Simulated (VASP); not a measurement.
# Mg (P6_3/mmc) in VASP: further runs

The runs below take Mg through single point, relaxation of cell and atoms, with r2SCAN.

Program: VASP 6.6.1. These are calculated values, not measurements. Logs are shortened: lines on timing, memory, paths and dates and some standing lists are left out, and cuts for length are marked.

**1. The cell of the first run**

The structure is hexagonal, space group P6_3/mmc (No. 194). The conventional cell has a = 3.188 Å, b = 3.188 Å, c = 10.272 Å, α = 90.00°, β = 90.00°, γ = 120.00°. Mg (site symmetry -3m) has 12 Mg at 3.16 to 3.19 Å within 4.2 Å. Within 4.2 Å of Mg (site symmetry -6m2) lie 12 Mg at 3.16 to 3.19 Å.

**2. Single point, r2SCAN**

The input, POSCAR:

```
Mg
1.0
    3.1880441231      0.0000000000      0.0000000000
   -1.5940220616      2.7609271990      0.0000000000
    0.0000000000      0.0000000000     10.2719888744
Mg
4
Direct
    0.0000000000      0.0000000000      0.0000000000
    0.3333333333      0.6666666667      0.2500000000
    0.0000000000      0.0000000000      0.5000000000
    0.6666666667      0.3333333333      0.7500000000
```

The input, INCAR.step1:

```
SYSTEM = Mg
PREC     = Accurate       ! precision mode
ENCUT    = 520            ! plane-wave cutoff, eV
ISMEAR   = 0              ! smearing method
SIGMA    = 0.1            ! smearing width, eV
LREAL    = .False.        ! projectors in reciprocal space
LASPH    = .True.         ! aspherical terms in the spheres
NELM     = 100            ! most SCF steps
NBANDS   = 12             ! bands
GGA      = PE             ! functional
ALGO     = Normal         ! electronic algorithm
EDIFF    = 1E-4           ! SCF threshold, eV
LWAVE    = .True.         ! write WAVECAR
LCHARG   = .False.        ! write CHGCAR
```

The input, INCAR.step2:

```
SYSTEM = Mg
PREC     = Accurate       ! precision mode
ENCUT    = 520            ! plane-wave cutoff, eV
EDIFF    = 1E-6           ! SCF threshold, eV
ISMEAR   = 0              ! smearing method
SIGMA    = 0.1            ! smearing width, eV
LREAL    = .False.        ! projectors in reciprocal space
LASPH    = .True.         ! aspherical terms in the spheres
NELM     = 100            ! most SCF steps
ALGO     = Normal         ! electronic algorithm
ISIF     = 2              ! what is computed and relaxed
LWAVE    = .False.        ! write WAVECAR
LCHARG   = .False.        ! write CHGCAR
METAGGA  = R2SCAN         ! meta-GGA
LMIXTAU  = .True.       
NBANDS   = 12             ! bands
ISTART   = 1
```

The input, KPOINTS:

```
regular mesh
0
Gamma
  12 12 4
  0 0 0
```

Potentials or basis: VASP PAW PBE potentials, release 64 (Mg).

On the command line:

```
cat potpaw_PBE.64/Mg/POTCAR > POTCAR
cp INCAR.step1 INCAR
mpirun -np 1 vasp_std > vasp.out
cp INCAR.step2 INCAR
mpirun -np 1 vasp_std > vasp.out
```

OUTCAR:

```text
SYSTEM = Mg
   PREC = Accurate
   ENCUT = 520
   EDIFF = 1E-6
   ISMEAR = 0
   LREAL = .False.
   LASPH = .True.
   NELM = 100
   ISIF = 2
   METAGGA = R2SCAN
   ISTART = 1

 ion  position               nearest neighbor table
   1  0.000  0.000  0.000-   2 3.16   4 3.16   4 3.16   2 3.16   4 3.16   2 3.16
   2  0.333  0.667  0.250-   1 3.16   3 3.16   1 3.16   3 3.16   1 3.16   3 3.16
   3  0.000  0.000  0.500-   2 3.16   4 3.16   4 3.16   2 3.16   4 3.16   2 3.16
   4  0.667  0.333  0.750-   1 3.16   3 3.16   1 3.16   3 3.16   1 3.16   3 3.16

  LATTYP: Found a hexagonal cell.
 ALAT       =     3.1880441231
 C/A-ratio  =     3.2220347265

  Lattice vectors:

 A1 = (   3.1880441231,   0.0000000000,   0.0000000000)
 A2 = (  -1.5940220616,   2.7609271990,   0.0000000000)
 A3 = (   0.0000000000,   0.0000000000,  10.2719888744)

Analysis of symmetry for initial positions (statically):
=====================================================================
 Subroutine PRICEL returns:
 Original cell was already a primitive cell.

 Routine SETGRP: Setting up the symmetry group for a
 hexagonal supercell.

 Subroutine GETGRP returns: Found 24 space group operations
 (whereof 12 operations were pure point group operations)
 out of a pool of 24 trial point group operations.

The static configuration has the point symmetry D_3d.
 The point group associated with its full space group is D_6h.

Analysis of symmetry for dynamics (positions and initial velocities):
=====================================================================
 Subroutine PRICEL returns:
 Original cell was already a primitive cell.

 Routine SETGRP: Setting up the symmetry group for a
 hexagonal supercell.

 Subroutine GETGRP returns: Found 24 space group operations
 (whereof 12 operations were pure point group operations)
 out of a pool of 24 trial point group operations.

The dynamic configuration has the point symmetry D_3d.
 The point group associated with its full space group is D_6h.

 Subroutine INISYM returns: Found 24 space group operations
 (whereof 12 operations are pure point group operations),
 and found     1 'primitive' translations

----------------------------------------------------------------------------------------

                                     Primitive cell

  volume of cell :      90.4136

  direct lattice vectors                    reciprocal lattice vectors
     3.188044123  0.000000000  0.000000000     0.313671945  0.181098582  0.000000000
    -1.594022062  2.760927199  0.000000000     0.000000000  0.362197163  0.000000000
     0.000000000  0.000000000 10.271988874     0.000000000  0.000000000  0.097352130

  length of vectors
     3.188044123  3.188044123 10.271988874     0.362197163  0.362197163  0.097352130
[... 102 lines left out ...]
   IALGO  =     38    algorithm
   IMIX   =      4    mixing-type and parameters
     AMIX     =   0.40;   BMIX     =  1.00
     AMIX_MAG =   1.60;   BMIX_MAG =  1.00
  volume/ion in A,a.u.               =      22.60       152.54
  Fermi-wavevector in a.u.,A,eV,Ry     =   0.729503  1.378560  7.240669  0.532174
  Thomas-Fermi vector in A             =   1.821241
   LORBIT       =      0    0 simple, 1 ext, 2 COOP (PROOUT), +10 PAW based schemes
   METAGGA = R2SCAN    functional components
   LHFCALC =     F    Hartree Fock is set to
   AEXX    =    0.0000 exact exchange contribution
   IVDW    =     0    specifies the selected vdW correction
   LEPSILON=     F    determine dielectric tensor
   LRPA    =     F    only Hartree local field effects (RPA)
 non-spin polarized calculation
 Gauss-broadening in eV      SIGMA  =   0.10
  energy-cutoff  :      520.00
  volume of cell :       90.41
 maximum number of plane-waves:      2458
 NGX is ok and might be reduce to    24
   NGX = 11   NGY = 11   NGZ = 39

 number of electron       8.0000000 magnetization

 Free energy of the ion-electron system (eV)
  ---------------------------------------------------
  ext. energy  EPLUGINS =         0.00000000
  ---------------------------------------------------
  free energy    TOTEN  =       -16.56061140 eV

  energy without entropy =      -16.55243285  energy(sigma->0) =      -16.55652213

 E-fermi :   2.6394     XC(G=0):  -9.0899

 val. band max:        2.6266250914   @ k =   0.4167   0.1667   0.0000
 cond. band min:       2.6918504407   @ k =   0.4167   0.1667   0.0000
 fundamental gap:      0.0652253493
 Fermi energy:         2.6394495609

 k-point     1 :       0.0000    0.0000    0.0000
  band No.  band energies     occupation
      1      -4.7307      2.00000
      2      -3.2212      2.00000
      3      -3.2172      2.00000
      4       0.8399      2.00000
      5       1.6064      2.00000
      6       8.2806      0.00000
      7       8.2911      0.00000
      8      14.4607      0.00000
      9      14.4608      0.00000
     10      14.5492      0.00000
     11      14.5492      0.00000
     12      15.2569      0.00000
[... 331 lines left out ...]
 k-point    24 :       0.3333   -0.0000    0.2500
  band No.  band energies     occupation
      1      -2.3225      2.00000
      2      -1.5833      2.00000
      3      -0.1267      2.00000
      4       1.9762      2.00000
      5       4.1604      0.00000
      6       4.9213      0.00000
      7       5.5279      0.00000
      8       6.5562      0.00000
      9       8.4341      0.00000
     10       8.5645      0.00000
     11      10.6891      0.00000
     12      10.7608      0.00000

 [... further k-points ...]

------------------------ aborting loop because EDIFF is reached ----------------------------------------

  FORCE on cell =-STRESS in cart. coord.  units (eV):
  Direction    XX          YY          ZZ          XY          YZ          ZX
  --------------------------------------------------------------------------------------
  -------------------------------------------------------------------------------------
  Total       -0.1240935     -0.1240935     -0.1986523      0.0000000     -0.0000000      0.0000000
  in kB       -2.1990036     -2.1990036     -3.5202242      0.0000000     -0.0000000      0.0000000
  external PRESSURE =      -2.6394105 kB  Pullay stress =       0.0000000 kB

 VOLUME and BASIS-vectors are now :
 -----------------------------------------------------------------------------
  energy-cutoff  :      520.00
  volume of cell :       90.41
      direct lattice vectors                 reciprocal lattice vectors
     3.188044123  0.000000000  0.000000000     0.313671945  0.181098582  0.000000000
    -1.594022062  2.760927199  0.000000000     0.000000000  0.362197163  0.000000000
     0.000000000  0.000000000 10.271988874     0.000000000  0.000000000  0.097352130

 POSITION                                       TOTAL-FORCE (eV/Angst)
 -----------------------------------------------------------------------------------
      0.00000      0.00000      0.00000         0.000000      0.000000      0.000000
     -0.00000      1.84062      2.56800        -0.000000     -0.000000     -0.000000
      0.00000      0.00000      5.13599         0.000000      0.000000      0.000000
      1.59402      0.92031      7.70399         0.000000      0.000000      0.000000
 -----------------------------------------------------------------------------------
    total drift:                               -0.000000      0.000000      0.000000

  FREE ENERGIE OF THE ION-ELECTRON SYSTEM (eV)
  ---------------------------------------------------
  free  energy   TOTEN  =       -16.5606113982 eV

  energy  without entropy=      -16.5524328541  energy(sigma->0) =      -16.55652213
```

OUTCAR.step1:

```text
SYSTEM = Mg
   PREC = Accurate
   ENCUT = 520
   ISMEAR = 0
   LREAL = .False.
   LASPH = .True.
   NELM = 100
[... 591 lines left out ...]
     -0.00000      1.84062      2.56800        -0.000000      0.000000     -0.000000
      0.00000      0.00000      5.13599         0.000000      0.000000      0.000000
      1.59402      0.92031      7.70399         0.000000     -0.000000     -0.000000
 -----------------------------------------------------------------------------------
    total drift:                                0.000000     -0.000000      0.000000

  FREE ENERGIE OF THE ION-ELECTRON SYSTEM (eV)
  ---------------------------------------------------
  free  energy   TOTEN  =        -5.9970201592 eV

  energy  without entropy=       -5.9869133627  energy(sigma->0) =       -5.99196676
```

Run time: 99 s. Hardware: 1 thread of Intel Xeon Platinum 8488C (Sapphire Rapids), shared host; peak memory 0.23 GiB.

What came out:

| Property | Result |
| --- | --- |
| Free energy | -16.5606 eV |
| Pressure | -0.3 GPa |
| Band gap on the k mesh | zero (bands 4 and 5 overlap by 2.19 eV) |

Stress tensor (GPa, compression positive):
```
-0.22  0.00  0.00
 0.00 -0.22  0.00
 0.00  0.00 -0.35
```

Levels at points of the mesh, in eV from the Fermi level:
| k point | band 1 | band 2 | band 3 | band 4 | band 5 | band 6 | band 7 | band 8 |
| --- | --- | --- | --- | --- | --- | --- | --- | --- |
| (0.00, 0.00, 0.00) | -7.37 | -5.86 | -5.86 | -1.80 | -1.03 | 5.64 | 5.65 | 11.82 |
| (0.50, 0.00, 0.00) | -2.30 | -2.21 | -1.17 | -1.08 | -0.42 | -0.34 | 3.02 | 3.16 |
| (0.00, 0.00, 0.50) | -6.99 | -6.99 | -4.00 | -4.00 | 1.83 | 1.83 | 9.95 | 9.95 |
| (0.50, 0.00, 0.50) | -2.02 | -2.02 | -1.77 | -1.77 | 0.83 | 0.83 | 1.33 | 1.33 |

Caveat: the PAW data sets were made with another functional, which shifts forces and pressure a little.

**3. Relaxation of cell and atoms, r2SCAN**

This run uses another cell than the first one, of 22.55 Å³/atom.

The input, POSCAR:

```
Mg
1.0
    3.1768261656      0.0000000000      0.0000000000
   -1.5884130828      2.7512121628      0.0000000000
    0.0000000000      0.0000000000     10.3188620100
Mg
4
Direct
    0.0000000000      0.0000000000      0.0000000000
    0.3333333300      0.6666666700      0.2500000000
    0.0000000000      0.0000000000      0.5000000000
    0.6666666700      0.3333333300      0.7500000000
```

The input, INCAR.step1:

```
PREC = Accurate
ENCUT = 600
ISMEAR = 0
SIGMA = 0.1
LREAL = False
LASPH = True
NELM = 100
GGA = PE
ALGO = Normal
EDIFF = 1E-4
LWAVE = True
LCHARG = False
```

The input, INCAR.step2:

```
PREC = Accurate
ENCUT = 600
EDIFF = 1E-7
ISMEAR = 0
SIGMA = 0.1
LREAL = False
LASPH = True
NELM = 100
ALGO = Normal
ISIF = 3
LWAVE = False
LCHARG = False
METAGGA = R2SCAN
LMIXTAU = True
IBRION = 2
NSW = 90
EDIFFG = -0.02
ISTART = 1
```

The input, KPOINTS:

```
Automatic mesh
0
Gamma
  12 12 4
```

Potentials or basis: VASP PAW PBE potentials, release 64 (Mg).

On the command line:

```
cat potpaw_PBE.64/Mg/POTCAR > POTCAR
cp INCAR.step1 INCAR
mpirun -np 1 vasp_std > vasp.out
cp INCAR.step2 INCAR
mpirun -np 1 vasp_std > vasp.out
```

Wall time 4.4 min (1 thread of Intel Xeon Platinum 8488C (Sapphire Rapids), shared host); peak memory 0.29 GiB.

It converged, with:

- Free energy: -16.5616 eV
- Relaxed volume: 22.42 Å³/atom
- Relaxed cell: a = 3.179 Å, b = 3.179 Å, c = 10.246 Å, α = 90.00°, β = 90.00°, γ = 120.00°
- Space group after relaxing (to 0.1 Å): P6_3/mmc (No. 194)
- Energy gained by relaxing: 0.3 meV/atom
- Ionic steps: 3
- Pressure after relaxing: 0.1 GPa
- Band gap on the k mesh: zero (bands 4 and 5 overlap by 2.20 eV)

Stress tensor (GPa, compression positive):
```
 0.11  0.00  0.00
 0.00  0.11  0.00
 0.00  0.00 -0.03
```

The path:
```tsv
step	energy change (eV)	largest force (eV/Å)	pressure (GPa)	volume (Å³)
1	0.0000	0.0000	-0.17	90.19
2	-0.0011	0.0000	-0.03	89.88
3	-0.0014	0.0000	0.06	89.67
```

Final structure:
```
Mg
1.0
     3.17892    0.00000    0.00000
    -1.58946    2.75303    0.00000
     0.00000    0.00000   10.24630
Mg
4
Direct
  0.00000 0.00000 0.00000
  0.33333 0.66667 0.25000
  0.00000 0.00000 0.50000
  0.66667 0.33333 0.75000
```

Levels at points of the mesh, in eV from the Fermi level:
```
           k point  band 2  band 3  band 4  band 5  band 6  band 7
(0.00, 0.00, 0.00)   -5.89   -5.88   -1.81   -1.03    5.66    5.67
(0.50, 0.00, 0.00)   -2.22   -1.18   -1.08   -0.42   -0.33    3.03
(0.00, 0.00, 0.50)   -7.02   -4.03   -4.03    1.84    1.84    9.99
(0.50, 0.00, 0.50)   -2.03   -1.78   -1.78    0.83    0.83    1.34
```

Caveat: the PAW data sets were made with another functional, which shifts forces and pressure a little.

The gap in the log of VASP goes by the Fermi energy; the results here count the filled bands.